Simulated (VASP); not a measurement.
# SrFe3 (Pm-3m) in VASP: further runs

Runs on SrFe3. Level: PBE. Tasks: single point, relaxation of cell and atoms.

Everything below comes from runs of VASP 6.6.1. Logs are shortened: lines on timing, memory, paths and dates and some standing lists are left out, and cuts for length are marked.

## 1. The cell of the first run

It takes space group Pm-3m (No. 221, cubic). Conventional cell: a = 4.095 Å, b = 4.095 Å, c = 4.095 Å, α = 90.00°, β = 90.00°, γ = 90.00°. Within 3.8 Å of Sr (site symmetry m-3m) lie 12 Fe at 2.90 Å. Fe (site symmetry 4/mmm) has 4 Sr at 2.90 Å and 8 Fe at 2.90 Å within 3.8 Å.

## 2. Single point, PBE, collinear spin, ferromagnetic start

INCAR

```
PREC = Accurate ; ENCUT = 520
EDIFF = 1E-6 ; ISMEAR = 0
SIGMA = 0.1 ; LREAL = False
LASPH = True ; NELM = 150
ALGO = Normal ; ISIF = 2
LWAVE = False ; LCHARG = True
ISPIN = 2 ; MAGMOM = 0 2.83 2.83 2.83
LORBIT = 11 ; LMAXMIX = 4
GGA = PE ; LELF = True
LVHAR = True ; NBANDS = 29
```

KPOINTS

```
regular mesh
0
Gamma
  4 4 4
```

POSCAR

```
SrFe3
1.0
    4.0945457938      0.0000000000      0.0000000000
    0.0000000000      4.0945457938      0.0000000000
    0.0000000000      0.0000000000      4.0945457938
Sr Fe
1 3
Direct
    0.0000000000      0.0000000000      0.0000000000
    0.0000000000      0.5000000000      0.5000000000
    0.5000000000      0.0000000000      0.5000000000
    0.5000000000      0.5000000000      0.0000000000
```

Potentials or basis: VASP PAW PBE potentials, release 64 (Sr_sv, Fe).

On the command line:

```
cat potpaw_PBE.64/Sr_sv/POTCAR potpaw_PBE.64/Fe/POTCAR > POTCAR
mpirun -np 1 vasp_std > vasp.out
```

OUTCAR:

```text
PREC = Accurate
   ENCUT = 520
   EDIFF = 1E-6
   ISMEAR = 0
   LREAL = False
   LASPH = True
   NELM = 150
   ISIF = 2
   ISPIN = 2
   LORBIT = 11
   GGA = PE

 ion  position               nearest neighbor table
   1  0.000  0.000  0.000-   2 2.90   3 2.90   4 2.90   2 2.90   3 2.90   2 2.90   4 2.90   2 2.90
                             3 2.90   4 2.90   3 2.90   4 2.90
   2  0.000  0.500  0.500-   1 2.90   3 2.90   4 2.90   1 2.90   4 2.90   1 2.90   3 2.90   1 2.90
                             3 2.90   4 2.90   4 2.90   3 2.90
   3  0.500  0.000  0.500-   1 2.90   2 2.90   4 2.90   1 2.90   4 2.90   2 2.90   4 2.90   4 2.90
                             1 2.90   2 2.90   1 2.90   2 2.90
   4  0.500  0.500  0.000-   1 2.90   2 2.90   3 2.90   2 2.90   3 2.90   1 2.90   3 2.90   3 2.90
                             1 2.90   2 2.90   2 2.90   1 2.90

  LATTYP: Found a simple cubic cell.
 ALAT       =     4.0945457938

  Lattice vectors:

 A1 = (   4.0945457938,   0.0000000000,   0.0000000000)
 A2 = (   0.0000000000,   4.0945457938,   0.0000000000)
 A3 = (   0.0000000000,   0.0000000000,   4.0945457938)

Analysis of symmetry for initial positions (statically):
=====================================================================
 Subroutine PRICEL returns:
 Original cell was already a primitive cell.

 Routine SETGRP: Setting up the symmetry group for a
 simple cubic supercell.

 Subroutine GETGRP returns: Found 48 space group operations
 (whereof 48 operations were pure point group operations)
 out of a pool of 48 trial point group operations.

The static configuration has the point symmetry O_h .

Analysis of symmetry for dynamics (positions and initial velocities):
=====================================================================
 Subroutine PRICEL returns:
 Original cell was already a primitive cell.

 Routine SETGRP: Setting up the symmetry group for a
 simple cubic supercell.

 Subroutine GETGRP returns: Found 48 space group operations
 (whereof 48 operations were pure point group operations)
 out of a pool of 48 trial point group operations.

The dynamic configuration has the point symmetry O_h .

Analysis of structural, dynamic, and magnetic symmetry:
=====================================================================
 Subroutine PRICEL returns:
 Original cell was already a primitive cell.

 Routine SETGRP: Setting up the symmetry group for a
 simple cubic supercell.

 Subroutine GETGRP returns: Found 48 space group operations
 (whereof 48 operations were pure point group operations)
 out of a pool of 48 trial point group operations.

The overall configuration has the point symmetry O_h .

 Subroutine INISYM returns: Found 48 space group operations
 (whereof 48 operations are pure point group operations),
 and found     1 'primitive' translations

----------------------------------------------------------------------------------------

                                     Primitive cell

  volume of cell :      68.6463

  direct lattice vectors                    reciprocal lattice vectors
     4.094545794  0.000000000  0.000000000     0.244227333  0.000000000  0.000000000
     0.000000000  4.094545794  0.000000000     0.000000000  0.244227333  0.000000000
     0.000000000  0.000000000  4.094545794     0.000000000  0.000000000  0.244227333

  length of vectors
     4.094545794  4.094545794  4.094545794     0.244227333  0.244227333  0.244227333

  position of ions in fractional coordinates (direct lattice)
     0.000000000  0.000000000  0.000000000
     0.000000000  0.500000000  0.500000000
     0.500000000  0.000000000  0.500000000
     0.500000000  0.500000000  0.000000000

  ion indices of the primitive-cell ions
   primitive index   ion index
                 1           1
                 2           2
                 3           3
                 4           4

----------------------------------------------------------------------------------------

 KPOINTS: regular mesh

Automatic generation of k-mesh.
 Grid dimensions read from file:
 generate k-points for:    4    4    4

 Generating k-lattice:

  Cartesian coordinates                     Fractional coordinates (reciprocal lattice)
     0.061056833  0.000000000  0.000000000     0.250000000  0.000000000  0.000000000
     0.000000000  0.061056833  0.000000000     0.000000000  0.250000000  0.000000000
     0.000000000  0.000000000  0.061056833     0.000000000  0.000000000  0.250000000

  Length of vectors
     0.061056833  0.061056833  0.061056833

  Shift w.r.t. Gamma in fractional coordinates (k-lattice)
     0.000000000  0.000000000  0.000000000

 Subroutine IBZKPT returns following result:
 ===========================================

 Found     10 irreducible k-points:

 Following reciprocal coordinates:
            Coordinates               Weight
  0.000000  0.000000  0.000000      1.000000
  0.250000  0.000000  0.000000      6.000000
  0.500000  0.000000  0.000000      3.000000
  0.250000  0.250000  0.000000     12.000000
  0.500000  0.250000  0.000000     12.000000
  0.500000  0.500000  0.000000      3.000000
  0.250000  0.250000  0.250000      8.000000
  0.500000  0.250000  0.250000     12.000000
  0.500000  0.500000  0.250000      6.000000
  0.500000  0.500000  0.500000      1.000000
   k-points           NKPTS =     10   k-points in BZ     NKDIM =     10   number of bands    NBANDS=     29
   number of dos      NEDOS =    301   number of ions     NIONS =      4
   total plane-waves  NPLWV =  27000
   dimension x,y,z NGX =    30 NGY =   30 NGZ =   30
   dimension x,y,z NGXF=    60 NGYF=   60 NGZF=   60
   ions per type =               1   3
   NGX,Y,Z   is equivalent  to a cutoff of  12.18, 12.18, 12.18 a.u.
   NGXF,Y,Z  is equivalent  to a cutoff of  24.36, 24.36, 24.36 a.u.
 SYSTEM =  unknown system
   PREC   = accura    normal or accurate (medium, high low for compatibility)
   ISTART =      0    job   : 0-new  1-cont  2-samecut
   ICHARG =      2    charge: 1-file 2-atom 10-const
   ISPIN  =      2    spin polarized calculation?
   LNONCOLLINEAR =      F non collinear calculations
   LSORBIT =      F    spin-orbit coupling
   LASPH  =      T    aspherical Exc in radial PAW
   ENCUT  =  520.0 eV  38.22 Ry    6.18 a.u.   7.61  7.61  7.61*2*pi/ulx,y,z
   NELM   =    150;   NELMIN=  2; NELMDL= -5     # of ELM steps
   EDIFF  = 0.1E-05   stopping-criterion for ELM
   LREAL  =      F    real-space projection
   EDIFFG = 0.1E-04   stopping-criterion for IOM
   NSW    =      0    number of steps for IOM
   IBRION =     -1    ionic relax: 0-MD 1-quasi-New 2-CG
   NFREE  =      0    steps in history (QN), initial steepest desc. (CG)
   ISIF   =      2    stress and relaxation
   ISYM   =      2    0-nonsym 1-usesym 2-fastsym
   POTIM  = 0.5000    time-step for ionic-motion
   TEBEG  =    0.0;   TEEND  =   0.0 temperature during run
   PSTRESS=    0.0 pullay stress
   NELECT =      34.0000    total number of electrons
   NUPDOWN=      -1.0000    fix difference up-down
   EMIN   =  10.00;   EMAX   =-10.00  energy-range for DOS
   EFERMI =   0.00;   METHOD = LEGACY
   ISMEAR =     0;   SIGMA  =   0.10  broadening in eV -4-tet -1-fermi 0-gaus
   EFERMI_NEDOS =   21; number of points for ismear=-14 and -15
   IALGO  =     38    algorithm
   IMIX   =      4    mixing-type and parameters
     AMIX     =   0.40;   BMIX     =  1.00
     AMIX_MAG =   1.60;   BMIX_MAG =  1.00
  volume/ion in A,a.u.               =      17.16       115.81
  Fermi-wavevector in a.u.,A,eV,Ry     =   1.295275  2.447715 22.827011  1.677738
  Thomas-Fermi vector in A             =   2.426805
   LORBIT       =     11    0 simple, 1 ext, 2 COOP (PROOUT), +10 PAW based schemes
   GGA     = PE    functional components
   LHFCALC =     F    Hartree Fock is set to
   AEXX    =    0.0000 exact exchange contribution
   IVDW    =     0    specifies the selected vdW correction
   LEPSILON=     F    determine dielectric tensor
   LRPA    =     F    only Hartree local field effects (RPA)
 spin polarized calculation
 Gauss-broadening in eV      SIGMA  =   0.10
  energy-cutoff  :      520.00
  volume of cell :       68.65
 maximum number of plane-waves:      1856
   NGX = 15   NGY = 15   NGZ = 15

 number of electron      33.9999959 magnetization       7.4981488

 Free energy of the ion-electron system (eV)
  ---------------------------------------------------
  ext. energy  EPLUGINS =         0.00000000
  ---------------------------------------------------
  free energy    TOTEN  =       -22.64606117 eV

  energy without entropy =      -22.62550548  energy(sigma->0) =      -22.63578332

 E-fermi :   4.2408     XC(G=0): -11.1992

 val. band max:        4.2302765569   @ k =   0.5000   0.2500   0.2500
 cond. band min:       4.3267243212   @ k =   0.2500   0.2500   0.0000
 fundamental gap:      0.0964477644
 Fermi energy:         4.2408124667

 spin component 1

 k-point     1 :       0.0000    0.0000    0.0000
  band No.  band energies     occupation
      1     -29.8460      1.00000
      2     -12.0357      1.00000
      3     -12.0357      1.00000
      4     -12.0357      1.00000
      5      -2.1591      1.00000
      6       0.3028      1.00000
[... 287 lines left out ...]
      6       0.2731      1.00000
[... 21 lines left out ...]
     28      11.6828      0.00000
     29      12.9966      0.00000
 Fermi energy:         4.2408124667

 spin component 2

 k-point     1 :       0.0000    0.0000    0.0000
  band No.  band energies     occupation
      1     -29.9085      1.00000
      2     -12.1203      1.00000
      3     -12.1203      1.00000
      4     -12.1203      1.00000
      5      -1.9861      1.00000
      6       1.5455      1.00000
[... 309 lines left out ...]
     28      11.7328      0.00000
     29      13.7027      0.00000

------------------------ aborting loop because EDIFF is reached ----------------------------------------

  FORCE on cell =-STRESS in cart. coord.  units (eV):
  Direction    XX          YY          ZZ          XY          YZ          ZX
  --------------------------------------------------------------------------------------
  -------------------------------------------------------------------------------------
  Total        0.1249049      0.1249049      0.1249049      0.0000000      0.0000000      0.0000000
  in kB        2.9152292      2.9152292      2.9152292      0.0000000      0.0000000      0.0000000
  external PRESSURE =       2.9152292 kB  Pullay stress =       0.0000000 kB

 VOLUME and BASIS-vectors are now :
 -----------------------------------------------------------------------------
  energy-cutoff  :      520.00
  volume of cell :       68.65
      direct lattice vectors                 reciprocal lattice vectors
     4.094545794  0.000000000  0.000000000     0.244227333  0.000000000  0.000000000
     0.000000000  4.094545794  0.000000000     0.000000000  0.244227333  0.000000000
     0.000000000  0.000000000  4.094545794     0.000000000  0.000000000  0.244227333

 POSITION                                       TOTAL-FORCE (eV/Angst)
 -----------------------------------------------------------------------------------
      0.00000      0.00000      0.00000         0.000000      0.000000      0.000000
      0.00000      2.04727      2.04727         0.000000      0.000000      0.000000
      2.04727      0.00000      2.04727         0.000000      0.000000      0.000000
      2.04727      2.04727      0.00000         0.000000      0.000000      0.000000
 -----------------------------------------------------------------------------------
    total drift:                                0.000000      0.000000     -0.000000

  FREE ENERGIE OF THE ION-ELECTRON SYSTEM (eV)
  ---------------------------------------------------
  free  energy   TOTEN  =       -22.6460611651 eV

  energy  without entropy=      -22.6255054833  energy(sigma->0) =      -22.63578332

 total charge

# of ion       s       p       d       tot
------------------------------------------
    1        2.081   5.758   0.459   8.298
    2        0.423   0.282   6.166   6.871
    3        0.423   0.282   6.166   6.871
    4        0.423   0.282   6.166   6.871
--------------------------------------------------
tot          3.351   6.604  18.955  28.911

 magnetization (x)

# of ion       s       p       d       tot
------------------------------------------
    1       -0.012  -0.009  -0.084  -0.104
    2       -0.002  -0.023   2.611   2.586
    3       -0.002  -0.023   2.611   2.586
    4       -0.002  -0.023   2.611   2.586
--------------------------------------------------
tot         -0.018  -0.079   7.749   7.652
```

Run time: 71 s. Hardware: 1 thread of AMD EPYC 7R13, shared host; peak memory 0.17 GiB.

What came out:

| Quantity | Value |
| --- | --- |
| Free energy | -22.6461 eV |
| Pressure | 0.3 GPa |
| Net moment | 7.50 μB per cell |
| Site moments | Sr -0.10; Fe +2.59 μB |
| Valence electrons inside the program's atomic spheres | Sr 8.30; Fe 6.87 |

Caveat: the k points lie up to 0.38 Å⁻¹ apart.

## 3. Relaxation of cell and atoms, PBE, collinear spin, ferromagnetic start

This run uses another cell than the first one, of 15.94 Å³/atom, 0.929 times its volume.

INCAR

```
PREC     = Accurate       # precision mode
ENCUT    = 600            # plane-wave cutoff, eV
EDIFF    = 1E-7           # SCF threshold, eV
ISMEAR   = 0              # smearing method
SIGMA    = 0.1            # smearing width, eV
LREAL    = False          # projectors in reciprocal space
LASPH    = True           # aspherical terms in the spheres
NELM     = 150            # most SCF steps
ALGO     = Fast           # electronic algorithm
ISIF     = 3              # what is computed and relaxed
LWAVE    = False          # write WAVECAR
LCHARG   = False          # write CHGCAR
ISPIN    = 2              # spin polarisation
MAGMOM   = 0 2.83 2.83 2.83 # initial moments
LORBIT   = 11             # projections on sites
LMAXMIX  = 4              # l up to which the mixer works
GGA      = PE             # functional
IBRION   = 2              # ionic algorithm
NSW      = 90             # ionic steps
EDIFFG   = -0.04          # ionic threshold
```

KPOINTS is that of step 2.

POSCAR

```
SrFe3
1.0
    3.9951063807      0.0000000000      0.0000000000
    0.0000000000      3.9951063807      0.0000000000
    0.0000000000      0.0000000000      3.9951063807
Sr Fe
1 3
Direct
    0.0000000000      0.0000000000      0.0000000000
    0.0000000000      0.5000000000      0.5000000000
    0.5000000000      0.0000000000      0.5000000000
    0.5000000000      0.5000000000      0.0000000000
```

Potentials or basis: VASP PAW PBE potentials, release 64 (Sr_sv, Fe).

On the command line:

```
cat potpaw_PBE.64/Sr_sv/POTCAR potpaw_PBE.64/Fe/POTCAR > POTCAR
mpirun -np 1 vasp_std > vasp.out
```

It took 3.7 min on 1 thread of AMD EPYC 7R13, shared host; peak memory 0.2 GiB.

The run converged. Its results:

```
Free energy                                           : -22.6442 eV
Relaxed volume                                        : 17.23 Å³/atom
Relaxed cell                                          : a = 4.100 Å, b = 4.100 Å, c = 4.100 Å, α = 90.00°, β = 90.00°, γ = 90.00°
Space group after relaxing (to 0.05 Å)                : Pm-3m (No. 221)
Energy gained by relaxing                             : 24.5 meV/atom
Ionic steps                                           : 3
Pressure after relaxing                               : 0.0 GPa
Net moment                                            : 7.50 μB per cell
Site moments                                          : Sr -0.10; Fe +2.59 μB
Valence electrons inside the program's atomic spheres : Sr 8.29; Fe 6.87
```

The path:
| step | energy change (eV) | largest force (eV/Å) | pressure (GPa) | volume (Å³) |
| --- | --- | --- | --- | --- |
| 1 | 0.0000 | 0.0000 | 6.41 | 63.77 |
| 2 | -0.0951 | 0.0000 | -0.93 | 69.83 |
| 3 | -0.0978 | 0.0000 | 0.00 | 68.91 |

Final structure:
```xyz
4
Lattice="4.0998 0.0000 0.0000 0.0000 4.0998 0.0000 0.0000 0.0000 4.0998" Properties=species:S:1:pos:R:3 pbc="T T T"
Sr    0.0000    0.0000    0.0000
Fe    0.0000    2.0499    2.0499
Fe    2.0499    0.0000    2.0499
Fe    2.0499    2.0499    0.0000
```

Levels at points of the mesh, in eV from the Fermi level:
Spin up:
```csv
k point,band 19,band 20,band 21,band 22,band 23,band 24
"(0.00, 0.00, 0.00)",-1.04,-1.04,2.63,2.63,2.69,2.69
"(0.50, 0.00, 0.00)",-1.95,-1.74,-1.04,2.16,2.16,2.49
"(0.50, 0.50, 0.00)",-2.06,-1.65,-0.78,0.60,0.60,3.35
"(0.50, 0.50, 0.50)",-1.23,-0.59,1.24,1.24,1.72,1.72
```
Spin down:
```csv
k point,band 9,band 10,band 11,band 12,band 13,band 14,band 15,band 16,band 17,band 18
"(0.00, 0.00, 0.00)",-1.66,-1.66,-1.52,0.15,0.15,0.15,1.20,1.25,1.25,1.28
"(0.50, 0.00, 0.00)",-1.12,-0.84,-0.84,-0.56,-0.56,-0.42,0.32,0.46,0.58,0.58
"(0.50, 0.50, 0.00)",-1.09,-0.73,-0.73,-0.59,-0.59,-0.03,0.09,0.12,0.19,0.54
"(0.50, 0.50, 0.50)",-0.48,-0.37,-0.37,-0.37,0.45,0.45,0.45,0.47,0.47,1.17
```

Caveat: the k points lie up to 0.38 Å⁻¹ apart in the final cell.
